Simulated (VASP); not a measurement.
# AlN (P6_3mc) in VASP: a series of runs

Aim: see how the results for AlN move with the level of theory and the settings. Levels: PBEsol, r2SCAN. Tasks: relaxation of cell and atoms, single point.

Program: VASP 6.6.1. These are calculated values, not measurements. Logs are shortened: lines on timing, memory, paths and dates and some standing lists are left out, and cuts for length are marked.

## Step 1: The cell of the first run

Symmetry: P6_3mc, No. 186, hexagonal system. The conventional cell has a = 3.114 Å, b = 3.114 Å, c = 4.984 Å, α = 90.00°, β = 90.00°, γ = 120.00°. Within 2.5 Å of Al (site symmetry 3m) lie 4 N at 1.89 to 1.90 Å. N (site symmetry 3m) has 4 Al at 1.89 to 1.90 Å within 2.5 Å.

## Step 2: Relaxation of cell and atoms, PBEsol

Contents of INCAR:

```
SYSTEM = AlN
PREC = Accurate
ENCUT = 700
EDIFF = 1E-7
ISMEAR = -1
SIGMA = 0.05
LREAL = Auto
LASPH = .True.
NELM = 120
ALGO = Normal
ISIF = 3
LWAVE = .False.
LCHARG = .False.
GGA = PS
IBRION = 2
NSW = 100
EDIFFG = -0.03
ISYM = -1
GGA_COMPAT = .False.
NELMIN = 4
KPAR = 1
```

Contents of KPOINTS:

```
explicit points
1
Reciprocal
  0.25000000   0.25000000   0.25000000 1
```

Contents of POSCAR:

```
AlN
1.0
    9.3414480000      0.0000000000      0.0000000000
    0.0000000000     10.7865750000      0.0000000000
    0.0000000000      0.0000000000      9.9670570000
Al N
48 48
Direct
    0.1666670000      0.0833330000      0.2485000000
    0.1666670000      0.0833330000      0.7485000000
    0.0000000000      0.3333330000      0.2485000000
    0.0000000000      0.3333330000      0.7485000000
    0.5000000000      0.0833330000      0.2485000000
    0.5000000000      0.0833330000      0.7485000000
    0.3333330000      0.3333330000      0.2485000000
    0.3333330000      0.3333330000      0.7485000000
    0.1666670000      0.5833330000      0.2485000000
    0.1666670000      0.5833330000      0.7485000000
    0.0000000000      0.8333330000      0.2485000000
    0.0000000000      0.8333330000      0.7485000000
    0.8333330000      0.0833330000      0.2485000000
    0.8333330000      0.0833330000      0.7485000000
    0.6666670000      0.3333330000      0.2485000000
    0.6666670000      0.3333330000      0.7485000000
    0.5000000000      0.5833330000      0.2485000000
    0.5000000000      0.5833330000      0.7485000000
    0.3333330000      0.8333330000      0.2485000000
    0.3333330000      0.8333330000      0.7485000000
    0.8333330000      0.5833330000      0.2485000000
    0.8333330000      0.5833330000      0.7485000000
    0.6666670000      0.8333330000      0.2485000000
    0.6666670000      0.8333330000      0.7485000000
    0.0000000000      0.1666670000      0.4985000000
    0.0000000000      0.1666670000      0.9985000000
    0.3333330000      0.1666670000      0.4985000000
    0.3333330000      0.1666670000      0.9985000000
    0.1666670000      0.4166670000      0.4985000000
    0.1666670000      0.4166670000      0.9985000000
    0.0000000000      0.6666670000      0.4985000000
    0.0000000000      0.6666670000      0.9985000000
    0.6666670000      0.1666670000      0.4985000000
    0.6666670000      0.1666670000      0.9985000000
    0.5000000000      0.4166670000      0.4985000000
    0.5000000000      0.4166670000      0.9985000000
    0.3333330000      0.6666670000      0.4985000000
    0.3333330000      0.6666670000      0.9985000000
    0.1666670000      0.9166670000      0.4985000000
    0.1666670000      0.9166670000      0.9985000000
    0.8333330000      0.4166670000      0.4985000000
    0.8333330000      0.4166670000      0.9985000000
    0.6666670000      0.6666670000      0.4985000000
    0.6666670000      0.6666670000      0.9985000000
    0.5000000000      0.9166670000      0.4985000000
    0.5000000000      0.9166670000      0.9985000000
    0.8333330000      0.9166670000      0.4985000000
    0.8333330000      0.9166670000      0.9985000000
    0.0000000000      0.1666670000      0.1895000000
    0.0000000000      0.1666670000      0.6895000000
    0.3333330000      0.1666670000      0.1895000000
    0.3333330000      0.1666670000      0.6895000000
    0.1666670000      0.4166670000      0.1895000000
    0.1666670000      0.4166670000      0.6895000000
    0.0000000000      0.6666670000      0.1895000000
    0.0000000000      0.6666670000      0.6895000000
    0.6666670000      0.1666670000      0.1895000000
    0.6666670000      0.1666670000      0.6895000000
    0.5000000000      0.4166670000      0.1895000000
    0.5000000000      0.4166670000      0.6895000000
    0.3333330000      0.6666670000      0.1895000000
    0.3333330000      0.6666670000      0.6895000000
    0.1666670000      0.9166670000      0.1895000000
    0.1666670000      0.9166670000      0.6895000000
    0.8333330000      0.4166670000      0.1895000000
    0.8333330000      0.4166670000      0.6895000000
    0.6666670000      0.6666670000      0.1895000000
    0.6666670000      0.6666670000      0.6895000000
    0.5000000000      0.9166670000      0.1895000000
    0.5000000000      0.9166670000      0.6895000000
    0.8333330000      0.9166670000      0.1895000000
    0.8333330000      0.9166670000      0.6895000000
    0.1666670000      0.0833330000      0.4395000000
    0.1666670000      0.0833330000      0.9395000000
    0.0000000000      0.3333330000      0.4395000000
    0.0000000000      0.3333330000      0.9395000000
    0.5000000000      0.0833330000      0.4395000000
    0.5000000000      0.0833330000      0.9395000000
    0.3333330000      0.3333330000      0.4395000000
    0.3333330000      0.3333330000      0.9395000000
    0.1666670000      0.5833330000      0.4395000000
    0.1666670000      0.5833330000      0.9395000000
    0.0000000000      0.8333330000      0.4395000000
    0.0000000000      0.8333330000      0.9395000000
    0.8333330000      0.0833330000      0.4395000000
    0.8333330000      0.0833330000      0.9395000000
    0.6666670000      0.3333330000      0.4395000000
    0.6666670000      0.3333330000      0.9395000000
    0.5000000000      0.5833330000      0.4395000000
    0.5000000000      0.5833330000      0.9395000000
    0.3333330000      0.8333330000      0.4395000000
    0.3333330000      0.8333330000      0.9395000000
    0.8333330000      0.5833330000      0.4395000000
    0.8333330000      0.5833330000      0.9395000000
    0.6666670000      0.8333330000      0.4395000000
    0.6666670000      0.8333330000      0.9395000000
```

Potentials or basis: VASP PAW PBE potentials, release 64 (Al, N).

Launch:

```
> cat potpaw_PBE.64/Al/POTCAR potpaw_PBE.64/N/POTCAR > POTCAR
> mpirun -np 4 vasp_std > vasp.out
```

OUTCAR:

```text
SYSTEM = AlN
   PREC = Accurate
   ENCUT = 700
   EDIFF = 1E-7
   ISMEAR = -1
   LREAL = Auto
   LASPH = .True.
   NELM = 120
   ISIF = 3
   GGA = PS
   IBRION = 2
   NSW = 100
   EDIFFG = -0.03
   ISYM = -1
   NELMIN = 4

 ion  position               nearest neighbor table
   1  0.167  0.083  0.248-  63 1.89  51 1.89  49 1.89  73 1.90  39 3.07  40 3.07  27 3.07  28 3.07
                            25 3.07  26 3.07   7 3.11  19 3.11   5 3.11  11 3.11   3 3.11  13 3.11
   2  0.167  0.083  0.748-  64 1.89  52 1.89  50 1.89  74 1.90  39 3.07  40 3.07  27 3.07  28 3.07
                            25 3.07  26 3.07   8 3.11  20 3.11   6 3.11  12 3.11   4 3.11  14 3.11
   3  0.000  0.333  0.248-  49 1.89  53 1.89  65 1.89  75 1.90  25 3.07  26 3.07  29 3.07  30 3.07
                            41 3.07  42 3.07   7 3.11  15 3.11   1 3.11  21 3.11   9 3.11  13 3.11
   4  0.000  0.333  0.748-  50 1.89  54 1.89  66 1.89  76 1.90  25 3.07  26 3.07  29 3.07  30 3.07
                            41 3.07  42 3.07   8 3.11  16 3.11   2 3.11  22 3.11  10 3.11  14 3.11
   5  0.500  0.083  0.248-  69 1.89  57 1.89  51 1.89  77 1.90  45 3.07  46 3.07  33 3.07  34 3.07
                            27 3.07  28 3.07   1 3.11  13 3.11  19 3.11  23 3.11   7 3.11  15 3.11
   6  0.500  0.083  0.748-  70 1.89  58 1.89  52 1.89  78 1.90  45 3.07  46 3.07  33 3.07  34 3.07
                            27 3.07  28 3.07   2 3.11  14 3.11  20 3.11  24 3.11   8 3.11  16 3.11
   7  0.333  0.333  0.248-  51 1.89  53 1.89  59 1.89  79 1.90  27 3.07  28 3.07  29 3.07  30 3.07
                            35 3.07  36 3.07   1 3.11   9 3.11   3 3.11   5 3.11  17 3.11  15 3.11
   8  0.333  0.333  0.748-  52 1.89  54 1.89  60 1.89  80 1.90  27 3.07  28 3.07  29 3.07  30 3.07
                            35 3.07  36 3.07   2 3.11  10 3.11   4 3.11   6 3.11  18 3.11  16 3.11
   9  0.167  0.583  0.248-  53 1.89  61 1.89  55 1.89  81 1.90  29 3.07  30 3.07  37 3.07  38 3.07
[... 125 lines left out ...]
  95  0.667  0.833  0.440-  43 1.89  47 1.89  45 1.89  23 1.90
  96  0.667  0.833  0.940-  44 1.89  48 1.89  46 1.89  24 1.90

IMPORTANT INFORMATION: All symmetrisations will be switched off!
NOSYMM: (Re-)initialisation of all symmetry stuff for point group C_1.

----------------------------------------------------------------------------------------

                                     Primitive cell

  volume of cell :    1004.3029

  direct lattice vectors                    reciprocal lattice vectors
     9.341448000  0.000000000  0.000000000     0.107049785  0.000000000  0.000000000
     0.000000000 10.786575000  0.000000000     0.000000000  0.092707834  0.000000000
     0.000000000  0.000000000  9.967057000     0.000000000  0.000000000  0.100330519

  length of vectors
     9.341448000 10.786575000  9.967057000     0.107049785  0.092707834  0.100330519

  position of ions in fractional coordinates (direct lattice)
     0.166667000  0.083333000  0.248500000
     0.166667000  0.083333000  0.748500000
     0.000000000  0.333333000  0.248500000
     0.000000000  0.333333000  0.748500000
     0.500000000  0.083333000  0.248500000
     0.500000000  0.083333000  0.748500000
[... 88 lines left out ...]
     0.666667000  0.833333000  0.439500000
     0.666667000  0.833333000  0.939500000

  ion indices of the primitive-cell ions
   primitive index   ion index
                 1           1
                 2           2
                 3           3
                 4           4
                 5           5
                 6           6
[... 88 lines left out ...]
                95          95
                96          96

----------------------------------------------------------------------------------------

 KPOINTS: explicit points

Read explicit list of k-points.

 Found      1 k-points:

 Following reciprocal coordinates:
            Coordinates               Weight
  0.250000  0.250000  0.250000      1.000000
[... 30 lines left out ...]
   NUPDOWN=      -1.0000    fix difference up-down
   EMIN   =  10.00;   EMAX   =-10.00  energy-range for DOS
   EFERMI =   0.00;   METHOD = LEGACY
   ISMEAR =    -1;   SIGMA  =   0.05  broadening in eV -4-tet -1-fermi 0-gaus
   EFERMI_NEDOS =   21; number of points for ismear=-14 and -15
   IALGO  =     38    algorithm
   IMIX   =      4    mixing-type and parameters
     AMIX     =   0.40;   BMIX     =  1.00
     AMIX_MAG =   1.60;   BMIX_MAG =  1.00
  volume/ion in A,a.u.               =      10.46        70.60
  Fermi-wavevector in a.u.,A,eV,Ry     =   1.188220  2.245411 19.209626  1.411868
  Thomas-Fermi vector in A             =   2.324355
   LORBIT       =      0    0 simple, 1 ext, 2 COOP (PROOUT), +10 PAW based schemes
   GGA     = PS    functional components
   LHFCALC =     F    Hartree Fock is set to
   AEXX    =    0.0000 exact exchange contribution
   IVDW    =     0    specifies the selected vdW correction
   LEPSILON=     F    determine dielectric tensor
   LRPA    =     F    only Hartree local field effects (RPA)
 conjugate gradient relaxation of ions
 non-spin polarized calculation
  energy-cutoff  :      700.00
  volume of cell :     1004.30
 maximum number of plane-waves:     42235
 NGX is ok and might be reduce to    80
   NGX = 41   NGY = 47   NGZ = 43

 number of electron     383.9999940 magnetization

 Free energy of the ion-electron system (eV)
  ---------------------------------------------------
  ext. energy  EPLUGINS =         0.00000000
  ---------------------------------------------------
  free energy    TOTEN  =      -751.76779093 eV

  energy without entropy =     -751.76779093  energy(sigma->0) =     -751.76779093

 E-fermi :   7.0845     XC(G=0): -11.0997

 val. band max:        5.8496111938   @ k =   0.2500   0.2500   0.2500
 cond. band min:      10.9218248741   @ k =   0.2500   0.2500   0.2500
 fundamental gap:      5.0722136803
 Fermi energy:         7.0845312929

 k-point     1 :       0.2500    0.2500    0.2500
  band No.  band energies     occupation
      1      -8.9350      2.00000
      2      -8.5537      2.00000
      3      -8.4779      2.00000
      4      -8.4330      2.00000
      5      -8.1244      2.00000
      6      -8.0922      2.00000
[... 196 lines left out ...]
    203      11.8854      0.00000
    204      11.8975      0.00000
 [bands above 204 left out]

------------------------ aborting loop because EDIFF is reached ----------------------------------------

  FORCE on cell =-STRESS in cart. coord.  units (eV):
  Direction    XX          YY          ZZ          XY          YZ          ZX
  --------------------------------------------------------------------------------------
  -------------------------------------------------------------------------------------
  Total       -0.9043351     -0.9320722     -0.8780280      0.2709002     -0.0786976     -0.0312494
  in kB       -1.4426974     -1.4869467     -1.4007294      0.4321706     -0.1255473     -0.0498526
  external PRESSURE =      -1.4434579 kB  Pullay stress =       0.0000000 kB

 VOLUME and BASIS-vectors are now :
 -----------------------------------------------------------------------------
  energy-cutoff  :      700.00
  volume of cell :     1004.30
      direct lattice vectors                 reciprocal lattice vectors
     9.341448000  0.000000000  0.000000000     0.107049785  0.000000000  0.000000000
     0.000000000 10.786575000  0.000000000     0.000000000  0.092707834  0.000000000
     0.000000000  0.000000000  9.967057000     0.000000000  0.000000000  0.100330519

 POSITION                                       TOTAL-FORCE (eV/Angst)
 -----------------------------------------------------------------------------------
      1.55691      0.89888      2.47681        -0.001049     -0.000710      0.000468
      1.55691      0.89888      7.46034        -0.001064     -0.000703      0.000465
      0.00000      3.59552      2.47681        -0.000959     -0.000620      0.000478
      0.00000      3.59552      7.46034        -0.001008     -0.000640      0.000500
      4.67072      0.89888      2.47681        -0.000988     -0.000617      0.000456
      4.67072      0.89888      7.46034        -0.000989     -0.000613      0.000454
[... 88 lines left out ...]
      6.22764      8.98881      4.38052        -0.001187     -0.001388     -0.000849
      6.22764      8.98881      9.36405        -0.001185     -0.001392     -0.000852
 -----------------------------------------------------------------------------------
    total drift:                               -0.000006      0.009886      0.097094

  FREE ENERGIE OF THE ION-ELECTRON SYSTEM (eV)
  ---------------------------------------------------
  free  energy   TOTEN  =      -751.7677909346 eV

  energy  without entropy=     -751.7677909345  energy(sigma->0) =     -751.76779093

 reached required accuracy - stopping structural energy minimisation
```

Run time: 3.5 min. Hardware: 4 MPI ranks of Intel Xeon 6975P-C (Granite Rapids), shared host; peak memory 0.56 GiB.

Results:

```
Free energy             : -751.7678 eV
Pressure after relaxing : -0.1 GPa
Band gap on the k mesh  : 5.07 eV
```

Forces in eV/Å, atoms in the order of the input:
```
Al  -0.001 -0.001  0.000
Al  -0.001 -0.001  0.000
Al  -0.001 -0.001  0.000
Al  -0.001 -0.001  0.001
Al  -0.001 -0.001  0.000
Al  -0.001 -0.001  0.000
Al  -0.001 -0.001  0.000
Al  -0.001 -0.001  0.000
Al  -0.001 -0.001  0.000
Al  -0.001 -0.001  0.000
Al  -0.001 -0.001  0.000
Al  -0.001 -0.001  0.000
Al  -0.001 -0.001  0.000
Al  -0.001 -0.001  0.000
Al  -0.001 -0.001  0.000
Al  -0.001 -0.001  0.000
Al  -0.001 -0.001  0.000
Al  -0.001 -0.001  0.000
Al  -0.001 -0.001  0.000
Al  -0.001 -0.001  0.000
Al  -0.001 -0.001  0.000
Al  -0.001 -0.001  0.000
Al  -0.001 -0.001  0.000
Al  -0.001 -0.001  0.001
Al   0.002  0.002  0.001
Al   0.002  0.002  0.001
Al   0.002  0.002  0.001
Al   0.002  0.002  0.001
Al   0.002  0.002  0.001
Al   0.002  0.002  0.001
Al   0.002  0.002  0.001
Al   0.002  0.002  0.001
Al   0.002  0.002  0.001
Al   0.002  0.002  0.001
Al   0.002  0.002  0.001
Al   0.002  0.002  0.001
Al   0.002  0.002  0.001
Al   0.002  0.002  0.001
Al   0.002  0.002  0.001
Al   0.002  0.002  0.001
Al   0.002  0.002  0.001
Al   0.002  0.002  0.001
Al   0.002  0.002  0.001
Al   0.002  0.002  0.001
Al   0.002  0.002  0.001
Al   0.002  0.002  0.001
Al   0.002  0.002  0.001
Al   0.002  0.002  0.001
N    0.000  0.000  0.000
N    0.000  0.000  0.000
N    0.001  0.000 -0.001
N    0.001  0.000 -0.001
N    0.000  0.000 -0.001
N    0.000  0.000 -0.001
N    0.000  0.000  0.000
N    0.000  0.000  0.000
N    0.000  0.000 -0.001
N    0.000  0.000 -0.001
N    0.000  0.000 -0.001
N    0.000  0.000  0.000
N    0.001  0.000 -0.001
N    0.001  0.000 -0.001
N    0.000  0.000 -0.001
N    0.000  0.000 -0.001
N    0.001  0.000 -0.001
N    0.001  0.000 -0.001
N    0.000  0.000 -0.001
N    0.000  0.000  0.000
N    0.000  0.000  0.000
N    0.000  0.000  0.000
N    0.001  0.000 -0.001
N    0.001  0.000  0.000
N   -0.001 -0.001 -0.001
N   -0.001 -0.001 -0.001
N   -0.001 -0.001 -0.001
N   -0.001 -0.001 -0.001
N   -0.001 -0.001 -0.001
N   -0.001 -0.001 -0.001
N   -0.001 -0.001 -0.001
N   -0.001 -0.001 -0.001
N   -0.001 -0.001 -0.001
N   -0.001 -0.001 -0.001
N   -0.001 -0.001 -0.001
N   -0.001 -0.001 -0.001
N   -0.001 -0.001 -0.001
N   -0.001 -0.001 -0.001
N   -0.001 -0.001 -0.001
N   -0.001 -0.001 -0.001
N   -0.001 -0.001 -0.001
N   -0.001 -0.001 -0.001
N   -0.001 -0.001 -0.001
N   -0.001 -0.001 -0.001
N   -0.001 -0.001 -0.001
N   -0.001 -0.001 -0.001
N   -0.001 -0.001 -0.001
N   -0.001 -0.001 -0.001
```

Final structure:
```
Al N
1.0
     9.34145    0.00000    0.00000
     0.00000   10.78657    0.00000
     0.00000    0.00000    9.96706
Al N
48 48
Direct
  0.16667 0.08333 0.24850
  0.16667 0.08333 0.74850
  0.00000 0.33333 0.24850
  0.00000 0.33333 0.74850
  0.50000 0.08333 0.24850
  0.50000 0.08333 0.74850
  0.33333 0.33333 0.24850
  0.33333 0.33333 0.74850
  0.16667 0.58333 0.24850
  0.16667 0.58333 0.74850
  0.00000 0.83333 0.24850
  0.00000 0.83333 0.74850
  0.83333 0.08333 0.24850
  0.83333 0.08333 0.74850
  0.66667 0.33333 0.24850
  0.66667 0.33333 0.74850
  0.50000 0.58333 0.24850
  0.50000 0.58333 0.74850
  0.33333 0.83333 0.24850
  0.33333 0.83333 0.74850
  0.83333 0.58333 0.24850
  0.83333 0.58333 0.74850
  0.66667 0.83333 0.24850
  0.66667 0.83333 0.74850
  0.00000 0.16667 0.49850
  0.00000 0.16667 0.99850
  0.33333 0.16667 0.49850
  0.33333 0.16667 0.99850
  0.16667 0.41667 0.49850
  0.16667 0.41667 0.99850
  0.00000 0.66667 0.49850
  0.00000 0.66667 0.99850
  0.66667 0.16667 0.49850
  0.66667 0.16667 0.99850
  0.50000 0.41667 0.49850
  0.50000 0.41667 0.99850
  0.33333 0.66667 0.49850
  0.33333 0.66667 0.99850
  0.16667 0.91667 0.49850
  0.16667 0.91667 0.99850
  0.83333 0.41667 0.49850
  0.83333 0.41667 0.99850
  0.66667 0.66667 0.49850
  0.66667 0.66667 0.99850
  0.50000 0.91667 0.49850
  0.50000 0.91667 0.99850
  0.83333 0.91667 0.49850
  0.83333 0.91667 0.99850
  0.00000 0.16667 0.18950
  0.00000 0.16667 0.68950
  0.33333 0.16667 0.18950
  0.33333 0.16667 0.68950
  0.16667 0.41667 0.18950
  0.16667 0.41667 0.68950
  0.00000 0.66667 0.18950
  0.00000 0.66667 0.68950
  0.66667 0.16667 0.18950
  0.66667 0.16667 0.68950
  0.50000 0.41667 0.18950
  0.50000 0.41667 0.68950
  0.33333 0.66667 0.18950
  0.33333 0.66667 0.68950
  0.16667 0.91667 0.18950
  0.16667 0.91667 0.68950
  0.83333 0.41667 0.18950
  0.83333 0.41667 0.68950
  0.66667 0.66667 0.18950
  0.66667 0.66667 0.68950
  0.50000 0.91667 0.18950
  0.50000 0.91667 0.68950
  0.83333 0.91667 0.18950
  0.83333 0.91667 0.68950
  0.16667 0.08333 0.43950
  0.16667 0.08333 0.93950
  0.00000 0.33333 0.43950
  0.00000 0.33333 0.93950
  0.50000 0.08333 0.43950
  0.50000 0.08333 0.93950
  0.33333 0.33333 0.43950
  0.33333 0.33333 0.93950
  0.16667 0.58333 0.43950
  0.16667 0.58333 0.93950
  0.00000 0.83333 0.43950
  0.00000 0.83333 0.93950
  0.83333 0.08333 0.43950
  0.83333 0.08333 0.93950
  0.66667 0.33333 0.43950
  0.66667 0.33333 0.93950
  0.50000 0.58333 0.43950
  0.50000 0.58333 0.93950
  0.33333 0.83333 0.43950
  0.33333 0.83333 0.93950
  0.83333 0.58333 0.43950
  0.83333 0.58333 0.93950
  0.66667 0.83333 0.43950
  0.66667 0.83333 0.93950
```

Caveat: the PAW data sets were made with another functional, which shifts forces and pressure a little; a shifted mesh leaves out Γ, where band edges can lie. A k mesh can miss the band edges.

(Part 1 of 2 ends here.)
